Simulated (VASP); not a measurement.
Crystal: Ca7Mg9O16.

```
CELL_PARAMETERS angstrom
8.91562 0.00000 0.00000
0.00000 8.91562 0.00000
0.00000 0.00000 8.91562
ATOMIC_POSITIONS crystal
O 0.24640 0.00281 0.00017
O 0.24759 0.00152 0.49693
O 0.24958 0.49828 0.99681
O 0.25275 0.49974 0.49883
O 0.75295 0.00317 0.99919
O 0.75048 0.99563 0.50348
O 0.74774 0.50019 0.00229
O 0.74836 0.50330 0.50006
O 0.99997 0.25014 0.00016
O 0.00023 0.24605 0.50152
O 0.99746 0.75009 0.00317
O 0.99734 0.74995 0.50087
O 0.49937 0.24810 0.99940
O 0.50128 0.25154 0.50070
O 0.49738 0.75262 0.99944
O 0.49678 0.75076 0.49776
O 0.99917 0.99941 0.24801
O 0.99982 0.00161 0.75204
O 0.00215 0.50154 0.25069
O 0.99803 0.49887 0.75112
O 0.49677 0.99866 0.24772
O 0.50360 0.99683 0.74615
O 0.50537 0.49709 0.24799
O 0.49878 0.50003 0.74662
O 0.25414 0.25187 0.24736
O 0.24979 0.25051 0.74584
O 0.25369 0.75273 0.24796
O 0.25145 0.75076 0.75193
O 0.74935 0.25022 0.25413
O 0.74969 0.25131 0.75199
O 0.75227 0.75201 0.25147
O 0.74917 0.74627 0.74982
Mg 0.99884 0.00130 0.00491
Mg 0.00332 0.99972 0.50141
Mg 0.00109 0.50186 0.99707
Mg 0.00133 0.49949 0.50243
Mg 0.49885 0.50318 0.00198
Mg 0.50272 0.50061 0.49796
Mg 0.24974 0.25171 0.49907
Mg 0.25231 0.75058 0.99736
Mg 0.24961 0.75249 0.49449
Mg 0.75070 0.24990 0.50257
Mg 0.75216 0.74878 0.49973
Mg 0.24932 0.99941 0.24977
Mg 0.24862 0.99887 0.74832
Mg 0.75506 0.99667 0.25262
Mg 0.75058 0.99821 0.75006
Mg 0.00132 0.74914 0.24876
Mg 0.49680 0.25151 0.25055
Mg 0.49741 0.75105 0.74934
Ca 0.49938 0.99859 0.00096
Ca 0.49879 0.99801 0.50137
Ca 0.24664 0.25189 0.99789
Ca 0.74482 0.25089 0.00115
Ca 0.74870 0.75206 0.00199
Ca 0.24664 0.49650 0.25239
Ca 0.24937 0.50105 0.74874
Ca 0.75071 0.50181 0.25008
Ca 0.75147 0.50227 0.75175
Ca 0.99843 0.24985 0.24932
Ca 0.99799 0.24997 0.75014
Ca 0.00255 0.74860 0.74738
Ca 0.49761 0.25201 0.74853
Ca 0.50118 0.74932 0.25047
```

- Program: VASP 6.6.1
- Task: relaxation of volume and atoms at fixed shape
- Functional: PBEsol
- Potentials or basis: VASP PAW PBE potentials, release 64 (O, Mg, Ca_sv)
- Cutoff: 700 eV
- k mesh: 1 × 1 × 1, shifted
- Occupations: fermi-dirac, width 0.05 eV
- Spin: no spin polarisation

At the start: pressure 5.0 GPa; volume 11.07 Å³/atom.

Task: Where does the relaxation end?

Result: Over 18 steps the energy falls by 55.6 meV/atom and the volume is 11.32 Å³/atom (+2.2 %); space group P1 (No. 1, to 0.1 Å) before and after.

Step by step:
```csv
step,energy change (eV),largest force (eV/Å),pressure (GPa),volume (Å³)
1,0.0000,2.3223,4.97,708.69
2,-2.5366,0.9098,-3.34,744.52
3,-2.5510,0.8469,-3.87,747.41
4,-3.3183,0.4704,-0.40,725.69
5,-3.3646,0.3795,0.84,718.99
6,-3.4838,0.2466,0.30,722.00
7,-3.5032,0.2246,0.02,723.77
8,-3.5337,0.1091,-0.12,724.60
9,-3.5390,0.1471,-0.19,725.09
10,-3.5511,0.0687,0.11,723.54
11,-3.5516,0.0916,0.20,723.10
12,-3.5568,0.0592,-0.06,724.48
13,-3.5571,0.0612,-0.12,724.84
14,-3.5592,0.0388,0.03,724.02
15,-3.5592,0.0437,0.05,723.94
16,-3.5601,0.0338,0.01,724.17
17,-3.5602,0.0360,-0.01,724.24
18,-3.5607,0.0224,-0.01,724.28
```

Final structure:
```yaml
crystal:
  lattice:
    - [8.98051, 0.00000, 0.00000]
    - [0.00000, 8.98051, 0.00000]
    - [0.00000, 0.00000, 8.98051]
  atoms:
    - { symbol: O, position: [0.23588, 0.98828, 0.00054] }
    - { symbol: O, position: [0.23547, 0.99711, 0.49920] }
    - { symbol: O, position: [0.24681, 0.51327, 0.00014] }
    - { symbol: O, position: [0.24455, 0.50250, 0.49986] }
    - { symbol: O, position: [0.76716, 0.99928, 0.00038] }
    - { symbol: O, position: [0.76526, 0.99868, 0.49910] }
    - { symbol: O, position: [0.75455, 0.50224, 0.99971] }
    - { symbol: O, position: [0.75533, 0.50218, 0.49955] }
    - { symbol: O, position: [0.00176, 0.26212, 0.00269] }
    - { symbol: O, position: [0.00090, 0.25682, 0.49800] }
    - { symbol: O, position: [0.01094, 0.74789, 0.01069] }
    - { symbol: O, position: [0.00173, 0.74780, 0.49066] }
    - { symbol: O, position: [0.49864, 0.26621, 0.00932] }
    - { symbol: O, position: [0.49858, 0.26494, 0.49067] }
    - { symbol: O, position: [0.48748, 0.73788, 0.99251] }
    - { symbol: O, position: [0.49563, 0.73641, 0.50708] }
    - { symbol: O, position: [0.00024, 0.99045, 0.25071] }
    - { symbol: O, position: [0.00014, 0.99790, 0.74954] }
    - { symbol: O, position: [0.99983, 0.51222, 0.25004] }
    - { symbol: O, position: [0.99981, 0.50273, 0.75161] }
    - { symbol: O, position: [0.50069, 0.00837, 0.24975] }
    - { symbol: O, position: [0.50053, 0.98990, 0.74968] }
    - { symbol: O, position: [0.49957, 0.49215, 0.24986] }
    - { symbol: O, position: [0.49967, 0.51014, 0.75063] }
    - { symbol: O, position: [0.25887, 0.23326, 0.26353] }
    - { symbol: O, position: [0.25189, 0.23181, 0.73515] }
    - { symbol: O, position: [0.24182, 0.76474, 0.25690] }
    - { symbol: O, position: [0.25874, 0.76479, 0.74220] }
    - { symbol: O, position: [0.74067, 0.23404, 0.26525] }
    - { symbol: O, position: [0.74793, 0.23273, 0.73259] }
    - { symbol: O, position: [0.75749, 0.76500, 0.26341] }
    - { symbol: O, position: [0.74038, 0.76487, 0.73511] }
    - { symbol: Mg, position: [0.00250, 0.98816, 0.00423] }
    - { symbol: Mg, position: [0.00062, 0.99409, 0.49677] }
    - { symbol: Mg, position: [0.00321, 0.50665, 0.00404] }
    - { symbol: Mg, position: [0.00055, 0.50373, 0.49572] }
    - { symbol: Mg, position: [0.49442, 0.50343, 0.99983] }
    - { symbol: Mg, position: [0.49847, 0.50088, 0.49904] }
    - { symbol: Mg, position: [0.24692, 0.24619, 0.49784] }
    - { symbol: Mg, position: [0.24695, 0.75256, 0.00136] }
    - { symbol: Mg, position: [0.24552, 0.75287, 0.49915] }
    - { symbol: Mg, position: [0.75327, 0.24650, 0.49781] }
    - { symbol: Mg, position: [0.75630, 0.75279, 0.49891] }
    - { symbol: Mg, position: [0.24187, 0.99673, 0.25633] }
    - { symbol: Mg, position: [0.24461, 0.99544, 0.74314] }
    - { symbol: Mg, position: [0.75793, 0.99879, 0.25861] }
    - { symbol: Mg, position: [0.75561, 0.99754, 0.74015] }
    - { symbol: Mg, position: [0.00293, 0.75383, 0.25378] }
    - { symbol: Mg, position: [0.49958, 0.24927, 0.25671] }
    - { symbol: Mg, position: [0.49645, 0.75128, 0.74438] }
    - { symbol: Ca, position: [0.49732, 0.99742, 0.99955] }
    - { symbol: Ca, position: [0.49984, 0.00012, 0.49971] }
    - { symbol: Ca, position: [0.24921, 0.24644, 0.00224] }
    - { symbol: Ca, position: [0.75050, 0.24805, 0.00226] }
    - { symbol: Ca, position: [0.75127, 0.75210, 0.99980] }
    - { symbol: Ca, position: [0.24944, 0.50194, 0.25221] }
    - { symbol: Ca, position: [0.25084, 0.50532, 0.74775] }
    - { symbol: Ca, position: [0.74978, 0.49992, 0.25317] }
    - { symbol: Ca, position: [0.74858, 0.50287, 0.74596] }
    - { symbol: Ca, position: [0.99991, 0.24620, 0.25309] }
    - { symbol: Ca, position: [0.99997, 0.24739, 0.74698] }
    - { symbol: Ca, position: [0.00227, 0.75251, 0.74748] }
    - { symbol: Ca, position: [0.49989, 0.25035, 0.74477] }
    - { symbol: Ca, position: [0.49743, 0.75086, 0.25337] }
```

Caveat: the PAW data sets were made with another functional, which shifts forces and pressure a little.
